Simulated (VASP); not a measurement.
# Sn (I4_1/amd) in VASP: single point with PBEsol

Aim: the single point of Sn with PBEsol.

Program: VASP 6.6.1. These are calculated values, not measurements. Logs are shortened: lines on timing, memory, paths and dates and some standing lists are left out, and cuts for length are marked.

## (1) The cell of the first run

Symmetry: I4_1/amd, No. 141, tetragonal system. The conventional cell has a = 5.839 Å, b = 5.839 Å, c = 3.188 Å, α = 90.00°, β = 90.00°, γ = 90.00°. Sn (site symmetry -4m2) has 10 Sn at 3.03 to 3.77 Å within 4.0 Å.

## (2) Single point, PBEsol

The input, INCAR:

```
ALGO = Normal
EDIFF = 1E-6
ENCUT = 520
GGA = PS
ISIF = 2
ISMEAR = -1
LASPH = T
LCHARG = T
LELF = T
LREAL = F
LVHAR = T
LWAVE = F
NBANDS = 21
NELM = 80
PREC = Accurate
SIGMA = 0.1
```

The input, KPOINTS:

```
k-points
0
Gamma
  10 10 10
```

The input, POSCAR:

```
Sn
1.0
   -2.9196440700      2.9196440700      1.5938000000
    2.9196440700     -2.9196440700      1.5938000000
    2.9196440700      2.9196440700     -1.5938000000
Sn
2
Direct
    0.0000000000      0.0000000000      0.0000000000
    0.7500000000      0.2500000000      0.5000000000
```

Potentials or basis: VASP PAW PBE potentials, release 64 (Sn_d).

Run with:

```sh
$ cat potpaw_PBE.64/Sn_d/POTCAR > POTCAR
$ mpirun -np 1 vasp_std > vasp.out
```

OUTCAR:

```text
EDIFF = 1E-6
   ENCUT = 520
   GGA = PS
   ISIF = 2
   ISMEAR = -1
   LASPH = T
   LREAL = F
   NELM = 80
   PREC = Accurate

 ion  position               nearest neighbor table
   1  0.000  0.000  0.000-   2 3.03   2 3.03   2 3.03   2 3.03
   2  0.750  0.250  0.500-   1 3.03   1 3.03   1 3.03   1 3.03

  LATTYP: Found a body centered tetragonal cell.
 ALAT       =     5.8392881400
 C/A-ratio  =     0.5458884582

  Lattice vectors:

 A1 = (  -2.9196440700,   2.9196440700,   1.5938000000)
 A2 = (   2.9196440700,  -2.9196440700,   1.5938000000)
 A3 = (   2.9196440700,   2.9196440700,  -1.5938000000)

Analysis of symmetry for initial positions (statically):
=====================================================================
 Subroutine PRICEL returns:
 Original cell was already a primitive cell.

 Routine SETGRP: Setting up the symmetry group for a
 body centered tetragonal supercell.

 Subroutine GETGRP returns: Found 16 space group operations
 (whereof  8 operations were pure point group operations)
 out of a pool of 16 trial point group operations.

The static configuration has the point symmetry D_2d.
 The point group associated with its full space group is D_4h.

Analysis of symmetry for dynamics (positions and initial velocities):
=====================================================================
 Subroutine PRICEL returns:
 Original cell was already a primitive cell.

 Routine SETGRP: Setting up the symmetry group for a
 body centered tetragonal supercell.

 Subroutine GETGRP returns: Found 16 space group operations
 (whereof  8 operations were pure point group operations)
 out of a pool of 16 trial point group operations.

The dynamic configuration has the point symmetry D_2d.
 The point group associated with its full space group is D_4h.

 Subroutine INISYM returns: Found 16 space group operations
 (whereof  8 operations are pure point group operations),
 and found     1 'primitive' translations

----------------------------------------------------------------------------------------

                                     Primitive cell

  volume of cell :      54.3443

  direct lattice vectors                    reciprocal lattice vectors
    -2.919644070  2.919644070  1.593800000     0.000000000  0.171253751  0.313715648
[... 75 lines left out ...]
   NGXF,Y,Z  is equivalent  to a cutoff of  27.04, 27.04, 27.04 a.u.
 SYSTEM =  unknown system
   PREC   = accura    normal or accurate (medium, high low for compatibility)
   ISTART =      0    job   : 0-new  1-cont  2-samecut
   ICHARG =      2    charge: 1-file 2-atom 10-const
   ISPIN  =      1    spin polarized calculation?
   LNONCOLLINEAR =      F non collinear calculations
   LSORBIT =      F    spin-orbit coupling
   LASPH  =      T    aspherical Exc in radial PAW
   ENCUT  =  520.0 eV  38.22 Ry    6.18 a.u.   8.23  8.23  8.23*2*pi/ulx,y,z
   NELM   =     80;   NELMIN=  2; NELMDL= -5     # of ELM steps
   EDIFF  = 0.1E-05   stopping-criterion for ELM
   LREAL  =      F    real-space projection
   EDIFFG = 0.1E-04   stopping-criterion for IOM
   NSW    =      0    number of steps for IOM
   IBRION =     -1    ionic relax: 0-MD 1-quasi-New 2-CG
   NFREE  =      0    steps in history (QN), initial steepest desc. (CG)
   ISIF   =      2    stress and relaxation
   ISYM   =      2    0-nonsym 1-usesym 2-fastsym
   POTIM  = 0.5000    time-step for ionic-motion
   TEBEG  =    0.0;   TEEND  =   0.0 temperature during run
   PSTRESS=    0.0 pullay stress
   NELECT =      28.0000    total number of electrons
   NUPDOWN=      -1.0000    fix difference up-down
   EMIN   =  10.00;   EMAX   =-10.00  energy-range for DOS
   EFERMI =   0.00;   METHOD = LEGACY
   ISMEAR =    -1;   SIGMA  =   0.10  broadening in eV -4-tet -1-fermi 0-gaus
   EFERMI_NEDOS =   21; number of points for ismear=-14 and -15
   IALGO  =     38    algorithm
   IMIX   =      4    mixing-type and parameters
     AMIX     =   0.40;   BMIX     =  1.00
     AMIX_MAG =   1.60;   BMIX_MAG =  1.00
  volume/ion in A,a.u.               =      27.17       183.37
  Fermi-wavevector in a.u.,A,eV,Ry     =   1.312430  2.480134 23.435677  1.722474
  Thomas-Fermi vector in A             =   2.442823
   LORBIT       =      0    0 simple, 1 ext, 2 COOP (PROOUT), +10 PAW based schemes
   GGA     = PS    functional components
   LHFCALC =     F    Hartree Fock is set to
   AEXX    =    0.0000 exact exchange contribution
   IVDW    =     0    specifies the selected vdW correction
   LEPSILON=     F    determine dielectric tensor
   LRPA    =     F    only Hartree local field effects (RPA)
 non-spin polarized calculation
  energy-cutoff  :      520.00
  volume of cell :       54.34
 maximum number of plane-waves:      1484
 NGX is ok and might be reduce to    36
   NGX = 17   NGY = 17   NGZ = 17

 number of electron      27.9999999 magnetization

 Free energy of the ion-electron system (eV)
  ---------------------------------------------------
  ext. energy  EPLUGINS =         0.00000000
  ---------------------------------------------------
  free energy    TOTEN  =        -8.53253556 eV

  energy without entropy =       -8.50160371  energy(sigma->0) =       -8.51706963

 E-fermi :   7.8209     XC(G=0): -10.4450

 val. band max:        7.8119898041   @ k =  -0.3000   0.5000   0.3000
 cond. band min:       7.8229252179   @ k =   0.2000   0.1000   0.0000
 fundamental gap:      0.0109354138
 Fermi energy:         7.8209380222

 k-point     1 :       0.0000    0.0000    0.0000
  band No.  band energies     occupation
      1     -13.7484      2.00000
      2     -13.6607      2.00000
      3     -13.6213      2.00000
      4     -13.6058      2.00000
      5     -13.4579      2.00000
      6     -13.4579      2.00000
[... 565 lines left out ...]
     20      16.9485      0.00000
     21      17.7142      0.00000

 [... further k-points ...]
[... 5 lines left out ...]
  --------------------------------------------------------------------------------------
  -------------------------------------------------------------------------------------
  Total       -0.0865730     -0.0865730     -0.4076196      0.0000000      0.0000000      0.0000000
  in kB       -2.5523442     -2.5523442    -12.0174415      0.0000000      0.0000000      0.0000000
  external PRESSURE =      -5.7073766 kB  Pullay stress =       0.0000000 kB

 VOLUME and BASIS-vectors are now :
 -----------------------------------------------------------------------------
  energy-cutoff  :      520.00
  volume of cell :       54.34
      direct lattice vectors                 reciprocal lattice vectors
    -2.919644070  2.919644070  1.593800000     0.000000000  0.171253751  0.313715648
     2.919644070 -2.919644070  1.593800000     0.171253751  0.000000000  0.313715648
     2.919644070  2.919644070 -1.593800000     0.171253751  0.171253751  0.000000000

 POSITION                                       TOTAL-FORCE (eV/Angst)
 -----------------------------------------------------------------------------------
      0.00000      0.00000      0.00000         0.000000     -0.000000     -0.000000
      0.00000      2.91964      0.79690        -0.000000      0.000000      0.000000
 -----------------------------------------------------------------------------------
    total drift:                               -0.000000      0.000000     -0.000000

  FREE ENERGIE OF THE ION-ELECTRON SYSTEM (eV)
  ---------------------------------------------------
  free  energy   TOTEN  =        -8.5325355624 eV

  energy  without entropy=       -8.5016037052  energy(sigma->0) =       -8.51706963
```

OSZICAR:

```text
N       E                     dE             d eps       ncg     rms          rms(c)
DAV:   1     0.222738607879E+03    0.22274E+03   -0.14401E+04  4342   0.207E+03
DAV:   2     0.144419094327E+02   -0.20830E+03   -0.20400E+03  4329   0.457E+02
DAV:   3    -0.785537478442E+01   -0.22297E+02   -0.22119E+02  5004   0.135E+02
DAV:   4    -0.854758149819E+01   -0.69221E+00   -0.69177E+00  4830   0.263E+01
DAV:   5    -0.857596638788E+01   -0.28385E-01   -0.28384E-01  6142   0.500E+00    0.242E+00
DAV:   6    -0.854295664539E+01    0.33010E-01   -0.48014E-02  5792   0.319E+00    0.131E+00
DAV:   7    -0.853306030443E+01    0.98963E-02   -0.24700E-02  5845   0.224E+00    0.189E-01
DAV:   8    -0.853252966676E+01    0.53064E-03   -0.23066E-03  5422   0.657E-01    0.290E-02
DAV:   9    -0.853253600517E+01   -0.63384E-05   -0.68576E-05  5759   0.762E-02    0.100E-02
DAV:  10    -0.853253556239E+01    0.44278E-06   -0.39618E-06  4773   0.231E-02
   1 F= -.85325356E+01 E0= -.85170696E+01  d E =-.309319E-01
```

stdout:

```text
POSCAR found type information on POSCAR Sn
 POSCAR found :  1 types and       2 ions
 scaLAPACK will be used
 -----------------------------------------------------------------------------
|                                                                             |
|                                                                             |
|     You enforced a specific xc type in the INCAR file but a different       |
|     I HOPE YOU KNOW WHAT YOU ARE DOING!                                     |
|                                                                             |
 -----------------------------------------------------------------------------

 LDA part: xc-table for (Slater+PW92), standard interpolation
 POSCAR, INCAR and KPOINTS ok, starting setup
 FFT: planning ... GRIDC
 FFT: planning ... GRID_SOFT
 FFT: planning ... GRID
 WAVECAR not read
 entering main loop
```

Run time: 2.9 min. Hardware: 1 thread of Intel Xeon 8259CL, shared host; peak memory 0.26 GiB.

Results:

- Free energy: -8.5325 eV
- Pressure: -0.6 GPa
- Band gap on the k mesh: zero (bands 14 and 15 overlap by 3.88 eV)

Caveat: the PAW data sets were made with another functional, which shifts forces and pressure a little; spin-orbit coupling is left out, which moves the levels of the heavy elements.
